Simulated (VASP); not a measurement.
# Si (Fm-3m) in VASP: notebook

Si is run at these levels: PBE; tasks: single point.

All numbers are computed with VASP 6.6.1; they aren't measurements. Logs are shortened: lines on timing, memory, paths and dates and some standing lists are left out, and cuts for length are marked.

## 1. The cell of the first run

The structure is cubic, space group Fm-3m (No. 225). The conventional cell has a = 3.332 Å, b = 3.332 Å, c = 3.332 Å, α = 90.00°, β = 90.00°, γ = 90.00°. Si (site symmetry m-3m) has 12 Si at 2.36 Å within 3.1 Å.

## 2. Single point, PBE (volume scaled by 0.640)

INCAR

```
SYSTEM = Si
PREC = Accurate ; ENCUT = 520
EDIFF = 1E-6 ; ISMEAR = 0
SIGMA = 0.05 ; LREAL = .FALSE.
LASPH = .TRUE. ; NELM = 100
ALGO = Normal ; ISIF = 2
LWAVE = .FALSE. ; LCHARG = .FALSE.
GGA = PE ; NBANDS = 8
```

KPOINTS

```
Automatic mesh
0
G
  22 22 22
  0 0 0
```

POSCAR

```
Si
1.0
    0.0000000000      1.6662265392      1.6662265392
    1.6662265392      0.0000000000      1.6662265392
    1.6662265392      1.6662265392      0.0000000000
Si
1
Direct
    0.0000000000      0.0000000000      0.0000000000
```

Potentials or basis: VASP PAW PBE potentials, release 64 (Si).

Command:

```bash
> cat potpaw_PBE.64/Si/POTCAR > POTCAR
> mpirun -np 1 vasp_std > vasp.out
```

OUTCAR:

```text
SYSTEM = Si
   PREC = Accurate
   ENCUT = 520
   EDIFF = 1E-6
   ISMEAR = 0
   LREAL = .FALSE.
   LASPH = .TRUE.
   NELM = 100
   ISIF = 2
   GGA = PE

 ion  position               nearest neighbor table
   1  0.000  0.000  0.000-

  LATTYP: Found a face centered cubic cell.
 ALAT       =     3.3324530784

  Lattice vectors:

 A1 = (   0.0000000000,   1.6662265392,   1.6662265392)
 A2 = (   1.6662265392,   0.0000000000,   1.6662265392)
 A3 = (   1.6662265392,   1.6662265392,   0.0000000000)

Analysis of symmetry for initial positions (statically):
=====================================================================
 Subroutine PRICEL returns:
 Original cell was already a primitive cell.

 Routine SETGRP: Setting up the symmetry group for a
 face centered cubic supercell.

 Subroutine GETGRP returns: Found 48 space group operations
 (whereof 48 operations were pure point group operations)
 out of a pool of 48 trial point group operations.

The static configuration has the point symmetry O_h .

Analysis of symmetry for dynamics (positions and initial velocities):
=====================================================================
 Subroutine PRICEL returns:
 Original cell was already a primitive cell.

 Routine SETGRP: Setting up the symmetry group for a
 face centered cubic supercell.

 Subroutine GETGRP returns: Found 48 space group operations
 (whereof 48 operations were pure point group operations)
 out of a pool of 48 trial point group operations.

The dynamic configuration has the point symmetry O_h .

 Subroutine INISYM returns: Found 48 space group operations
 (whereof 48 operations are pure point group operations),
 and found     1 'primitive' translations

----------------------------------------------------------------------------------------

                                     Primitive cell

  volume of cell :       9.2519

  direct lattice vectors                    reciprocal lattice vectors
     0.000000000  1.666226539  1.666226539    -0.300079244  0.300079244  0.300079244
     1.666226539  0.000000000  1.666226539     0.300079244 -0.300079244  0.300079244
     1.666226539  1.666226539  0.000000000     0.300079244  0.300079244 -0.300079244

  length of vectors
     2.356400170  2.356400170  2.356400170     0.519752497  0.519752497  0.519752497

  position of ions in fractional coordinates (direct lattice)
     0.000000000  0.000000000  0.000000000

  ion indices of the primitive-cell ions
   primitive index   ion index
                 1           1

----------------------------------------------------------------------------------------

 KPOINTS: Automatic mesh

Automatic generation of k-mesh.
 Grid dimensions read from file:
 generate k-points for:   22   22   22

 Generating k-lattice:

  Cartesian coordinates                     Fractional coordinates (reciprocal lattice)
    -0.013639966  0.013639966  0.013639966     0.045454545  0.000000000  0.000000000
     0.013639966 -0.013639966  0.013639966     0.000000000  0.045454545  0.000000000
     0.013639966  0.013639966 -0.013639966     0.000000000  0.000000000  0.045454545

  Length of vectors
     0.023625113  0.023625113  0.023625113

  Shift w.r.t. Gamma in fractional coordinates (k-lattice)
     0.000000000  0.000000000  0.000000000

 Subroutine IBZKPT returns following result:
 ===========================================

 Found    328 irreducible k-points:

 Following reciprocal coordinates:
            Coordinates               Weight
  0.000000  0.000000  0.000000      1.000000
  0.045455  0.000000  0.000000      8.000000
  0.090909  0.000000  0.000000      8.000000
  0.136364  0.000000  0.000000      8.000000
  0.181818  0.000000  0.000000      8.000000
  0.227273  0.000000  0.000000      8.000000
[... 16 lines left out ...]
  0.500000  0.045455  0.000000     24.000000
 -0.454545  0.045455  0.000000     24.000000
 [... further k-points ...]
   k-points           NKPTS =    328   k-points in BZ     NKDIM =    328   number of bands    NBANDS=      8
   number of dos      NEDOS =    301   number of ions     NIONS =      1
   total plane-waves  NPLWV =   5832
   dimension x,y,z NGX =    18 NGY =   18 NGZ =   18
   dimension x,y,z NGXF=    36 NGYF=   36 NGZF=   36
   ions per type =               1
   NGX,Y,Z   is equivalent  to a cutoff of  12.70, 12.70, 12.70 a.u.
   NGXF,Y,Z  is equivalent  to a cutoff of  25.40, 25.40, 25.40 a.u.
 SYSTEM =  Si
   PREC   = accura    normal or accurate (medium, high low for compatibility)
   ISTART =      0    job   : 0-new  1-cont  2-samecut
   ICHARG =      2    charge: 1-file 2-atom 10-const
   ISPIN  =      1    spin polarized calculation?
   LNONCOLLINEAR =      F non collinear calculations
   LSORBIT =      F    spin-orbit coupling
   LASPH  =      T    aspherical Exc in radial PAW
   ENCUT  =  520.0 eV  38.22 Ry    6.18 a.u.   4.38  4.38  4.38*2*pi/ulx,y,z
   NELM   =    100;   NELMIN=  2; NELMDL= -5     # of ELM steps
   EDIFF  = 0.1E-05   stopping-criterion for ELM
   LREAL  =      F    real-space projection
   EDIFFG = 0.1E-04   stopping-criterion for IOM
   NSW    =      0    number of steps for IOM
   IBRION =     -1    ionic relax: 0-MD 1-quasi-New 2-CG
   NFREE  =      0    steps in history (QN), initial steepest desc. (CG)
   ISIF   =      2    stress and relaxation
   ISYM   =      2    0-nonsym 1-usesym 2-fastsym
   POTIM  = 0.5000    time-step for ionic-motion
   TEBEG  =    0.0;   TEEND  =   0.0 temperature during run
   PSTRESS=    0.0 pullay stress
   NELECT =       4.0000    total number of electrons
   NUPDOWN=      -1.0000    fix difference up-down
   EMIN   =  10.00;   EMAX   =-10.00  energy-range for DOS
   EFERMI =   0.00;   METHOD = LEGACY
   ISMEAR =     0;   SIGMA  =   0.05  broadening in eV -4-tet -1-fermi 0-gaus
   EFERMI_NEDOS =   21; number of points for ismear=-14 and -15
   IALGO  =     38    algorithm
   IMIX   =      4    mixing-type and parameters
     AMIX     =   0.40;   BMIX     =  1.00
     AMIX_MAG =   1.60;   BMIX_MAG =  1.00
  volume/ion in A,a.u.               =       9.25        62.44
  Fermi-wavevector in a.u.,A,eV,Ry     =   1.237896  2.339284 20.849380  1.532386
  Thomas-Fermi vector in A             =   2.372444
   LORBIT       =      0    0 simple, 1 ext, 2 COOP (PROOUT), +10 PAW based schemes
   GGA     = PE    functional components
   LHFCALC =     F    Hartree Fock is set to
   AEXX    =    0.0000 exact exchange contribution
   IVDW    =     0    specifies the selected vdW correction
   LEPSILON=     F    determine dielectric tensor
   LRPA    =     F    only Hartree local field effects (RPA)
 non-spin polarized calculation
 Gauss-broadening in eV      SIGMA  =   0.05
  energy-cutoff  :      520.00
  volume of cell :        9.25
 maximum number of plane-waves:       264
 NGX is ok and might be reduce to    18
   NGX =  9   NGY =  9   NGZ =  9

 number of electron       4.0000000 magnetization

 Free energy of the ion-electron system (eV)
  ---------------------------------------------------
  ext. energy  EPLUGINS =         0.00000000
  ---------------------------------------------------
  free energy    TOTEN  =        -3.83041919 eV

  energy without entropy =       -3.83026497  energy(sigma->0) =       -3.83034208

 E-fermi :  17.2606     XC(G=0): -13.0997

 val. band max:       17.2409821232   @ k =   0.4545   0.3182   0.1364
 cond. band min:      17.2994174163   @ k =   0.4545   0.3182   0.0909
 fundamental gap:      0.0584352931
 Fermi energy:        17.2605912773

 k-point     1 :       0.0000    0.0000    0.0000
  band No.  band energies     occupation
      1      -2.0309      2.00000
      2      31.0560      0.00000
      3      31.0560      0.00000
      4      31.0560      0.00000
      5      34.9192      0.00000
      6      34.9192      0.00000
      7      34.9192      0.00000
      8      37.5024      0.00000

 k-point     2 :       0.0455    0.0000    0.0000
  band No.  band energies     occupation
      1      -1.9501      2.00000
      2      29.7794      0.00000
      3      30.8948      0.00000
      4      30.8948      0.00000
      5      35.2083      0.00000
      6      35.2083      0.00000
      7      35.3594      0.00000
      8      38.3128      0.00000

 k-point     3 :       0.0909    0.0000    0.0000
  band No.  band energies     occupation
      1      -1.7079      2.00000
      2      27.4210      0.00000
      3      30.5213      0.00000
      4      30.5213      0.00000
      5      35.5166      0.00000
      6      35.9585      0.00000
      7      35.9585      0.00000
      8      39.3135      0.00000

 k-point     4 :       0.1364    0.0000    0.0000
  band No.  band energies     occupation
      1      -1.3051      2.00000
      2      24.8840      0.00000
      3      30.0988      0.00000
      4      30.0988      0.00000
      5      35.3825      0.00000
      6      36.9236      0.00000
      7      36.9236      0.00000
      8      38.1708      0.00000

 k-point     5 :       0.1818    0.0000    0.0000
  band No.  band energies     occupation
      1      -0.7431      2.00000
      2      22.3571      0.00000
      3      29.7179      0.00000
      4      29.7179      0.00000
      5      35.1773      0.00000
      6      36.5978      0.00000
      7      36.5978      0.00000
      8      38.4900      0.00000
[... 177 lines left out ...]
 k-point    22 :       0.4545    0.0455    0.0000
  band No.  band energies     occupation
      1       5.3808      2.00000
      2       9.9692      2.00000
      3      28.2541      0.00000
      4      28.7679      0.00000
      5      30.5915      0.00000
      6      32.4260      0.00000
      7      36.2569      0.00000
      8      37.8076      0.00000

 k-point    23 :       0.5000    0.0455    0.0000
  band No.  band energies     occupation
      1       6.8103      2.00000
      2       8.3113      2.00000
      3      28.2878      0.00000
      4      28.6064      0.00000
      5      30.8639      0.00000
      6      31.8589      0.00000
      7      36.5197      0.00000
      8      37.3181      0.00000

 k-point    24 :      -0.4545    0.0455    0.0000
  band No.  band energies     occupation
      1       6.3573      2.00000
      2       8.8099      2.00000
      3      27.8771      0.00000
      4      29.0700      0.00000
      5      31.3271      0.00000
      6      31.4364      0.00000
      7      36.3007      0.00000
      8      37.5739      0.00000

 [... further k-points ...]

------------------------ aborting loop because EDIFF is reached ----------------------------------------

  FORCE on cell =-STRESS in cart. coord.  units (eV):
  Direction    XX          YY          ZZ          XY          YZ          ZX
  --------------------------------------------------------------------------------------
  -------------------------------------------------------------------------------------
  Total        5.6279018      5.6279018      5.6279018     -0.0000000     -0.0000000     -0.0000000
  in kB      974.5967498    974.5967498    974.5967498     -0.0000000     -0.0000000     -0.0000000
  external PRESSURE =     974.5967498 kB  Pullay stress =       0.0000000 kB

 VOLUME and BASIS-vectors are now :
 -----------------------------------------------------------------------------
  energy-cutoff  :      520.00
  volume of cell :        9.25
      direct lattice vectors                 reciprocal lattice vectors
     0.000000000  1.666226539  1.666226539    -0.300079244  0.300079244  0.300079244
     1.666226539  0.000000000  1.666226539     0.300079244 -0.300079244  0.300079244
     1.666226539  1.666226539  0.000000000     0.300079244  0.300079244 -0.300079244

 POSITION                                       TOTAL-FORCE (eV/Angst)
 -----------------------------------------------------------------------------------
      0.00000      0.00000      0.00000         0.000000      0.000000      0.000000
 -----------------------------------------------------------------------------------
    total drift:                                0.000000     -0.000000     -0.000000

  FREE ENERGIE OF THE ION-ELECTRON SYSTEM (eV)
  ---------------------------------------------------
  free  energy   TOTEN  =        -3.8304191914 eV

  energy  without entropy=       -3.8302649706  energy(sigma->0) =       -3.83034208
```

Wall time 11 s (1 thread of Intel Xeon Platinum 8375C at 2.90GHz (Ice Lake), shared host); peak memory 0.12 GiB.

Results:

```yaml
Free_energy: -3.8304 eV
Pressure: 97.5 GPa
Band_gap_on_the_k_mesh: zero (band 2 reaches 31.06 eV, above the bottom of band 3 at 13.64 eV)
```

Levels at points of the mesh, in eV from the Fermi level:
| k point | band 1 | band 2 | band 3 | band 4 | band 5 | band 6 |
| --- | --- | --- | --- | --- | --- | --- |
| (0.00, 0.00, 0.00) | -19.29 | 13.80 | 13.80 | 13.80 | 17.66 | 17.66 |
| (0.50, 0.00, 0.00) | -10.27 | -9.28 | 12.23 | 12.23 | 13.58 | 13.58 |
| (0.50, 0.50, 0.00) | -7.81 | -5.41 | 3.31 | 4.82 | 4.82 | 11.03 |

## 3. Single point, PBE (volume scaled by 0.840)

INCAR

```
SYSTEM = Si
  PREC = Accurate
  ENCUT = 520
  EDIFF = 1E-6
  ISMEAR = 0
  SIGMA = 0.05
  LREAL = .FALSE.
  LASPH = .TRUE.
  NELM = 100
  ALGO = Normal
  ISIF = 2
  LWAVE = .FALSE.
  LCHARG = .FALSE.
  GGA = PE
  NBANDS = 8
```

KPOINTS

```
regular mesh
0
G
  20 20 20
  0 0 0
```

POSCAR

```
Si
1.0
    0.0000000000      1.8243177549      1.8243177549
    1.8243177549      0.0000000000      1.8243177549
    1.8243177549      1.8243177549      0.0000000000
Si
1
Direct
    0.0000000000      0.0000000000      0.0000000000
```

Potentials or basis: VASP PAW PBE potentials, release 64 (Si).

Command:

```bash
> cat potpaw_PBE.64/Si/POTCAR > POTCAR
> mpirun -np 1 vasp_std > vasp.out
```

Run time: 10 s. Hardware: 1 thread of Intel Xeon Platinum 8375C at 2.90GHz (Ice Lake), shared host; peak memory 0.13 GiB.

Results (log left out):

```
Free energy            : -4.7601 eV
Pressure               : 21.1 GPa
Band gap on the k mesh : zero (band 2 reaches 25.29 eV, above the bottom of band 3 at 9.36 eV)
```

Levels at points of the mesh, in eV from the Fermi level:
```csv
k point,band 1,band 2,band 3,band 4,band 5,band 6
"(0.00, 0.00, 0.00)",-16.29,12.52,12.52,12.52,13.33,13.33
"(0.50, 0.00, 0.00)",-8.27,-8.26,10.19,10.19,11.27,11.27
"(0.50, 0.50, 0.00)",-6.36,-4.79,3.65,3.65,3.95,7.97
```
